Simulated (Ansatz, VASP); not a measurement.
**One calculation of BN, two programs**

```
B N
1.0
     2.61566    0.00000    0.00000
    -1.30783    2.26523    0.00000
     0.00000    0.00000    3.98023
B N
2 2
Direct
  0.66667 0.33333 0.99980
  0.33333 0.66667 0.49980
  0.66667 0.33333 0.62520
  0.33333 0.66667 0.12520
```

Alike in both runs: task single point; functional r2SCAN; k mesh 12 × 12 × 6; occupations gaussian, width 0.05 eV; no spin polarisation.

```csv
,VASP,Ansatz
version,VASP 6.6.1,Ansatz 0.2.0
potentials or method,"VASP PAW PBE potentials, release 64 (B, N), cutoff 520 eV","scalar-relativistic, plane waves, PAW"
valence electrons in the cell,16,16
```

VASP gave:

| Quantity | Value |
| --- | --- |
| gap on the k mesh at the Fermi level (eV) | 6.00 |
| least direct gap on the mesh (eV) | 8.15 |
| pressure (GPa) | 5.2 |
| traceless stress, the component that is largest in VASP (GPa) | 58.69 |
| rms of the force components (eV/Å) | 0.211 |

**Question.** Which values does Ansatz return?

**Answer.** gap on the k mesh at the Fermi level (eV): 6.03; least direct gap on the mesh (eV): 8.16; pressure (GPa): 4.0; traceless stress, the component that is largest in VASP (GPa): 58.39; rms of the force components (eV/Å): 0.202.

VASP's potentials were made for PBE, not for r2SCAN. Atom by atom the forces differ by 0.009 eV/Å (rms over components).
